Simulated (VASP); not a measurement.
# AlNi in VASP: relaxation of the atoms with PBE

Aim: the relaxation of the atoms of AlNi with PBE.

All numbers are computed with VASP 6.6.1; they aren't measurements. Logs are shortened: lines on timing, memory, paths and dates and some standing lists are left out, and cuts for length are marked.

### Step 1. The cell of the first run

The cell holds a slab with vacuum, 12 atoms: a = 2.893 Å, b = 4.091 Å, c = 25.229 Å, α = 90.00°, β = 90.00°, γ = 90.00°.

### Step 2. Relaxation of the atoms, PBE

The input, INCAR:

```
SYSTEM = AlNi
ALGO = Normal
DIPOL = 0.5 0.5 0.500
EDIFF = 1E-7
EDIFFG = -0.02
ENCUT = 520
GGA = PE
IBRION = 2
IDIPOL = 3
ISIF = 2
ISMEAR = 0
KPAR = 4
LASPH = .TRUE.
LCHARG = .FALSE.
LDIPOL = .TRUE.
LREAL = .FALSE.
LWAVE = .FALSE.
NELM = 60
NSW = 80
PREC = Accurate
SIGMA = 0.1
```

The input, KPOINTS:

```
k-points
0
G
  12 9 1
  0 0 0
```

The input, POSCAR:

```
AlNi
1.0
    2.8930919372      0.0000000000      0.0000000000
    0.0000000000      4.0914498548      0.0000000000
    0.0000000000      0.0000000000     25.2286246371
Al Ni
6 6
Direct
    0.5000000000      0.0000000000      0.2972813662
    0.5000000000      0.5000000000      0.3783688197
    0.5000000000      0.0000000000      0.4594562732
    0.5000000000      0.5000000000      0.5405437268
    0.5000000000      0.0000000000      0.6216311803
    0.5000000000      0.5000000000      0.7027186338
    0.0000000000      0.5000000000      0.2972813662
    0.0000000000      0.0000000000      0.3783688197
    0.0000000000      0.5000000000      0.4594562732
    0.0000000000      0.0000000000      0.5405437268
    0.0000000000      0.5000000000      0.6216311803
    0.0000000000      0.0000000000      0.7027186338
```

Potentials or basis: VASP PAW PBE potentials, release 64 (Al, Ni).

Command:

```
cat potpaw_PBE.64/Al/POTCAR potpaw_PBE.64/Ni/POTCAR > POTCAR
mpirun -np 4 vasp_std > vasp.out
```

OUTCAR:

```text
SYSTEM = AlNi
   EDIFF = 1E-7
   EDIFFG = -0.02
   ENCUT = 520
   GGA = PE
   IBRION = 2
   ISIF = 2
   ISMEAR = 0
   LASPH = .TRUE.
   LREAL = .FALSE.
   NELM = 60
   NSW = 80
   PREC = Accurate

 ion  position               nearest neighbor table
   1  0.500  0.000  0.297-   8 2.51   8 2.51   7 2.51   7 2.51   7 2.51   7 2.51   2 2.89   2 2.89

   2  0.500  0.500  0.378-   9 2.51   9 2.51   7 2.51   7 2.51   8 2.51   8 2.51   8 2.51   8 2.51
                             3 2.89   3 2.89   1 2.89   1 2.89
   3  0.500  0.000  0.459-   8 2.51   8 2.51   9 2.51   9 2.51   9 2.51   9 2.51  10 2.51  10 2.51
                             2 2.89   2 2.89   4 2.89   4 2.89
   4  0.500  0.500  0.541-  11 2.51  11 2.51  10 2.51  10 2.51  10 2.51  10 2.51   9 2.51   9 2.51
                             5 2.89   5 2.89   3 2.89   3 2.89
   5  0.500  0.000  0.622-  10 2.51  10 2.51  12 2.51  12 2.51  11 2.51  11 2.51  11 2.51  11 2.51
                             4 2.89   4 2.89   6 2.89   6 2.89
   6  0.500  0.500  0.703-  11 2.51  11 2.51  12 2.51  12 2.51  12 2.51  12 2.51   5 2.89   5 2.89

   7  0.000  0.500  0.297-   2 2.51   2 2.51   1 2.51   1 2.51   1 2.51   1 2.51   8 2.89   8 2.89

   8  0.000  0.000  0.378-   3 2.51   3 2.51   1 2.51   1 2.51   2 2.51   2 2.51   2 2.51   2 2.51
                             9 2.89   9 2.89   7 2.89   7 2.89
   9  0.000  0.500  0.459-   2 2.51   2 2.51   3 2.51   3 2.51   3 2.51   3 2.51   4 2.51   4 2.51
                             8 2.89   8 2.89  10 2.89  10 2.89
  10  0.000  0.000  0.541-   5 2.51   5 2.51   4 2.51   4 2.51   4 2.51   4 2.51   3 2.51   3 2.51
                            11 2.89  11 2.89   9 2.89   9 2.89
  11  0.000  0.500  0.622-   4 2.51   4 2.51   6 2.51   6 2.51   5 2.51   5 2.51   5 2.51   5 2.51
                            10 2.89  10 2.89  12 2.89  12 2.89
  12  0.000  0.000  0.703-   5 2.51   5 2.51   6 2.51   6 2.51   6 2.51   6 2.51  11 2.89  11 2.89

  LATTYP: Found a simple orthorhombic cell.
 ALAT       =     2.8930919372
 B/A-ratio  =     1.4142135624
 C/A-ratio  =     8.7202982777

  Lattice vectors:

 A1 = (   2.8930919372,   0.0000000000,   0.0000000000)
 A2 = (   0.0000000000,   4.0914498548,   0.0000000000)
 A3 = (   0.0000000000,   0.0000000000,  25.2286246371)

Analysis of symmetry for initial positions (statically):
=====================================================================
 Subroutine PRICEL returns:
 Original cell was already a primitive cell.

 Routine SETGRP: Setting up the symmetry group for a
 simple orthorhombic supercell.

 Subroutine GETGRP returns: Found  8 space group operations
 (whereof  4 operations were pure point group operations)
 out of a pool of  8 trial point group operations.

The static configuration has the point symmetry C_2v.
 The point group associated with its full space group is D_2h.

Analysis of symmetry for dynamics (positions and initial velocities):
=====================================================================
 Subroutine PRICEL returns:
 Original cell was already a primitive cell.

 Routine SETGRP: Setting up the symmetry group for a
 simple orthorhombic supercell.

 Subroutine GETGRP returns: Found  8 space group operations
 (whereof  4 operations were pure point group operations)
 out of a pool of  8 trial point group operations.

The dynamic configuration has the point symmetry C_2v.
 The point group associated with its full space group is D_2h.

 Subroutine INISYM returns: Found  8 space group operations
 (whereof  4 operations are pure point group operations),
 and found     1 'primitive' translations

----------------------------------------------------------------------------------------

                                     Primitive cell

  volume of cell :     298.6297

  direct lattice vectors                    reciprocal lattice vectors
     2.893091937  0.000000000  0.000000000     0.345650958  0.000000000  0.000000000
     0.000000000  4.091449855  0.000000000     0.000000000  0.244412136  0.000000000
     0.000000000  0.000000000 25.228624637     0.000000000  0.000000000  0.039637515

  length of vectors
     2.893091937  4.091449855 25.228624637     0.345650958  0.244412136  0.039637515

  position of ions in fractional coordinates (direct lattice)
     0.500000000  0.000000000  0.297281366
     0.500000000  0.500000000  0.378368820
     0.500000000  0.000000000  0.459456273
     0.500000000  0.500000000  0.540543727
     0.500000000  0.000000000  0.621631180
     0.500000000  0.500000000  0.702718634
     0.000000000  0.500000000  0.297281366
     0.000000000  0.000000000  0.378368820
     0.000000000  0.500000000  0.459456273
     0.000000000  0.000000000  0.540543727
     0.000000000  0.500000000  0.621631180
     0.000000000  0.000000000  0.702718634

  ion indices of the primitive-cell ions
   primitive index   ion index
                 1           1
                 2           2
                 3           3
                 4           4
                 5           5
                 6           6
                 7           7
                 8           8
                 9           9
                10          10
                11          11
                12          12

----------------------------------------------------------------------------------------

 KPOINTS: k-points

Automatic generation of k-mesh.
 Grid dimensions read from file:
 generate k-points for:   12    9    1

 Generating k-lattice:

  Cartesian coordinates                     Fractional coordinates (reciprocal lattice)
     0.028804247  0.000000000  0.000000000     0.083333333  0.000000000  0.000000000
     0.000000000  0.027156904  0.000000000     0.000000000  0.111111111  0.000000000
     0.000000000  0.000000000  0.039637515     0.000000000  0.000000000  1.000000000

  Length of vectors
     0.028804247  0.027156904  0.039637515

  Shift w.r.t. Gamma in fractional coordinates (k-lattice)
     0.000000000  0.000000000  0.000000000

 Subroutine IBZKPT returns following result:
 ===========================================

 Found     35 irreducible k-points:

 Following reciprocal coordinates:
            Coordinates               Weight
  0.000000  0.000000  0.000000      1.000000
  0.083333  0.000000  0.000000      2.000000
  0.166667  0.000000  0.000000      2.000000
  0.250000  0.000000  0.000000      2.000000
  0.333333  0.000000  0.000000      2.000000
  0.416667  0.000000  0.000000      2.000000
[... 16 lines left out ...]
  0.083333  0.333333  0.000000      4.000000
  0.166667  0.333333  0.000000      4.000000
 [... further k-points ...]
   k-points           NKPTS =     35   k-points in BZ     NKDIM =     35   number of bands    NBANDS=     46
   number of dos      NEDOS =    301   number of ions     NIONS =     12
   total plane-waves  NPLWV = 138240
   dimension x,y,z NGX =    24 NGY =   30 NGZ =  192
   dimension x,y,z NGXF=    48 NGYF=   60 NGZF=  384
   ions per type =               6   6
   NGX,Y,Z   is equivalent  to a cutoff of  13.79, 12.19, 12.65 a.u.
   NGXF,Y,Z  is equivalent  to a cutoff of  27.58, 24.38, 25.30 a.u.
 SYSTEM =  AlNi
   PREC   = accura    normal or accurate (medium, high low for compatibility)
   ISTART =      0    job   : 0-new  1-cont  2-samecut
   ICHARG =      2    charge: 1-file 2-atom 10-const
   ISPIN  =      1    spin polarized calculation?
   LNONCOLLINEAR =      F non collinear calculations
   LSORBIT =      F    spin-orbit coupling
   LASPH  =      T    aspherical Exc in radial PAW
   ENCUT  =  520.0 eV  38.22 Ry    6.18 a.u.   5.38  7.61 46.91*2*pi/ulx,y,z
   NELM   =     60;   NELMIN=  2; NELMDL= -5     # of ELM steps
   EDIFF  = 0.1E-06   stopping-criterion for ELM
   LREAL  =      F    real-space projection
   EDIFFG = -.2E-01   stopping-criterion for IOM
   NSW    =     80    number of steps for IOM
   IBRION =      2    ionic relax: 0-MD 1-quasi-New 2-CG
   NFREE  =      1    steps in history (QN), initial steepest desc. (CG)
   ISIF   =      2    stress and relaxation
   ISYM   =      2    0-nonsym 1-usesym 2-fastsym
   POTIM  = 0.5000    time-step for ionic-motion
   TEBEG  =    0.0;   TEEND  =   0.0 temperature during run
   PSTRESS=    0.0 pullay stress
   NELECT =      78.0000    total number of electrons
   NUPDOWN=      -1.0000    fix difference up-down
   EMIN   =  10.00;   EMAX   =-10.00  energy-range for DOS
   EFERMI =   0.00;   METHOD = LEGACY
   ISMEAR =     0;   SIGMA  =   0.10  broadening in eV -4-tet -1-fermi 0-gaus
   EFERMI_NEDOS =   21; number of points for ismear=-14 and -15
   IALGO  =     38    algorithm
   IMIX   =      4    mixing-type and parameters
     AMIX     =   0.40;   BMIX     =  1.00
     AMIX_MAG =   1.60;   BMIX_MAG =  1.00
  volume/ion in A,a.u.               =      24.89       167.94
  Fermi-wavevector in a.u.,A,eV,Ry     =   1.046475  1.977550 14.899863  1.095109
  Thomas-Fermi vector in A             =   2.181314
   LORBIT       =      0    0 simple, 1 ext, 2 COOP (PROOUT), +10 PAW based schemes
   GGA     = PE    functional components
   LHFCALC =     F    Hartree Fock is set to
   AEXX    =    0.0000 exact exchange contribution
   IVDW    =     0    specifies the selected vdW correction
   LEPSILON=     F    determine dielectric tensor
   LRPA    =     F    only Hartree local field effects (RPA)
 conjugate gradient relaxation of ions
 non-spin polarized calculation
 Gauss-broadening in eV      SIGMA  =   0.10
  energy-cutoff  :      520.00
  volume of cell :      298.63
 maximum number of plane-waves:      8097
 NGX is ok and might be reduce to    24
   NGX = 11   NGY = 15   NGZ = 93

--------------------------------------- Ionic step        1  -------------------------------------------

 number of electron      78.0000057 magnetization

 Free energy of the ion-electron system (eV)
  ---------------------------------------------------
  ext. energy  EPLUGINS =         0.00000000
  ---------------------------------------------------
  free energy    TOTEN  =       -60.82335660 eV

  energy without entropy =      -60.79819494  energy(sigma->0) =      -60.81077577

------------------------ aborting loop because EDIFF is reached ----------------------------------------

  FORCE on cell =-STRESS in cart. coord.  units (eV):
  Direction    XX          YY          ZZ          XY          YZ          ZX
  --------------------------------------------------------------------------------------
  -------------------------------------------------------------------------------------
  Total       -4.8251357     -3.6825666     -0.6841047      0.0000000      0.0000000      0.0000000
  in kB      -25.8873187    -19.7573254     -3.6702877      0.0000000      0.0000000      0.0000000
  external PRESSURE =     -16.4383106 kB  Pullay stress =       0.0000000 kB
[... 349 lines left out ...]
  FREE ENERGIE OF THE ION-ELECTRON SYSTEM (eV)
  ---------------------------------------------------
  free  energy   TOTEN  =       -60.9256471104 eV

  energy  without entropy=      -60.9003124525  energy(sigma->0) =      -60.91297978

 dipolmoment           0.000000      0.000000     -0.000000 electrons x Angstroem

--------------------------------------- Ionic step        9  -------------------------------------------

 number of electron      78.0000062 magnetization

 dipolmoment           0.000000      0.000000      0.000000 electrons x Angstroem

 Free energy of the ion-electron system (eV)
  ---------------------------------------------------
  ext. energy  EPLUGINS =         0.00000000
  ---------------------------------------------------
  free energy    TOTEN  =       -60.92580434 eV

  energy without entropy =      -60.90044530  energy(sigma->0) =      -60.91312482

 E-fermi :   2.3914     XC(G=0):  -6.6299

 val. band max:        2.3859332926   @ k =   0.4167   0.0000   0.0000
 cond. band min:       2.4067898892   @ k =   0.2500   0.2222   0.0000
 fundamental gap:      0.0208565966
 Fermi energy:         2.3913520739

 k-point     1 :       0.0000    0.0000    0.0000
  band No.  band energies     occupation
      1      -8.4018      2.00000
      2      -7.6732      2.00000
      3      -6.6205      2.00000
      4      -5.2928      2.00000
      5      -3.8508      2.00000
      6      -2.9572      2.00000
[... 1165 lines left out ...]
     45       6.1256      0.00000
     46       6.1804      0.00000

 [... further k-points ...]

------------------------ aborting loop because EDIFF is reached ----------------------------------------

 vacuum level on the upper side and lower side of the slab       (xc-potential included)        -0.026        -0.026

  FORCE on cell =-STRESS in cart. coord.  units (eV):
  Direction    XX          YY          ZZ          XY          YZ          ZX
  --------------------------------------------------------------------------------------
  -------------------------------------------------------------------------------------
  Total       -4.7049597     -4.4552423     -0.1219872      0.0000000      0.0000000      0.0000000
  in kB      -25.2425629    -23.9028047     -0.6544729      0.0000000      0.0000000      0.0000000
  external PRESSURE =     -16.5999469 kB  Pullay stress =       0.0000000 kB

 VOLUME and BASIS-vectors are now :
 -----------------------------------------------------------------------------
  energy-cutoff  :      520.00
  volume of cell :      298.63
      direct lattice vectors                 reciprocal lattice vectors
     2.893091937  0.000000000  0.000000000     0.345650958  0.000000000  0.000000000
     0.000000000  4.091449855  0.000000000     0.000000000  0.244412136  0.000000000
     0.000000000  0.000000000 25.228624637     0.000000000  0.000000000  0.039637515
[... 18 lines left out ...]
  FREE ENERGIE OF THE ION-ELECTRON SYSTEM (eV)
  ---------------------------------------------------
  free  energy   TOTEN  =       -60.9258043375 eV

  energy  without entropy=      -60.9004453045  energy(sigma->0) =      -60.91312482

 reached required accuracy - stopping structural energy minimisation

 vacuum level on the upper side and lower side of the slab         7.104         7.104
```

Run time: 11 min. Hardware: 4 MPI ranks of Intel Xeon 6975P-C (Granite Rapids), shared host; peak memory 0.63 GiB.

Results:

```
Free energy                  : -60.9258 eV
Energy gained by relaxing    : 8.5 meV/atom
Ionic steps                  : 9
Largest force after relaxing : 0.012 eV/Å
Band gap on the k mesh       : zero (bands 39 and 40 overlap by 1.46 eV)
```

Forces in eV/Å, atoms in the order of the input:
```
Al   0.000  0.000  0.003
Al   0.000  0.000  0.009
Al   0.000  0.000 -0.012
Al   0.000  0.000  0.012
Al   0.000  0.000 -0.009
Al   0.000  0.000 -0.003
Ni   0.000  0.000  0.003
Ni   0.000  0.000 -0.002
Ni   0.000  0.000  0.009
Ni   0.000  0.000 -0.009
Ni   0.000  0.000  0.002
Ni   0.000  0.000 -0.003
```

Step by step:
```csv
step,energy change (eV),largest force (eV/Å),pressure (GPa)
1,0.0000,0.5868,-1.64
2,-0.0587,0.3828,-1.65
3,-0.0897,0.2030,-1.59
4,-0.0974,0.1169,-1.63
5,-0.1017,0.0551,-1.68
6,-0.1017,0.0550,-1.70
7,-0.1022,0.0201,-1.67
8,-0.1023,0.0286,-1.67
9,-0.1024,0.0124,-1.66
```

Final structure:
```cif
data_structure
_symmetry_space_group_name_H-M 'P 1'
_symmetry_Int_Tables_number 1
_cell_length_a 2.8931
_cell_length_b 4.0914
_cell_length_c 25.2286
_cell_angle_alpha 90.000
_cell_angle_beta 90.000
_cell_angle_gamma 90.000
_cell_volume 298.63
loop_
_atom_site_label
_atom_site_type_symbol
_atom_site_fract_x
_atom_site_fract_y
_atom_site_fract_z
_atom_site_occupancy
Al1 Al 0.50000 0.00000 0.29419 1
Al2 Al 0.50000 0.50000 0.37776 1
Al3 Al 0.50000 0.00000 0.45977 1
Al4 Al 0.50000 0.50000 0.54023 1
Al5 Al 0.50000 0.00000 0.62224 1
Al6 Al 0.50000 0.50000 0.70581 1
Ni1 Ni 0.00000 0.50000 0.30088 1
Ni2 Ni 0.00000 0.00000 0.37919 1
Ni3 Ni 0.00000 0.50000 0.45873 1
Ni4 Ni 0.00000 0.00000 0.54127 1
Ni5 Ni 0.00000 0.50000 0.62081 1
Ni6 Ni 0.00000 0.00000 0.69912 1
```

Levels at points of the mesh, in eV from the Fermi level:
| k point | band 37 | band 38 | band 39 | band 40 | band 41 | band 42 |
| --- | --- | --- | --- | --- | --- | --- |
| (0.00, 0.00, 0.00) | -1.22 | -1.16 | -0.46 | 0.50 | 1.68 | 1.89 |
| (0.50, 0.00, 0.00) | -0.37 | -0.18 | 0.18 | 0.32 | 1.38 | 1.94 |

The gap in the log of VASP goes by the Fermi energy; the results here count the filled bands.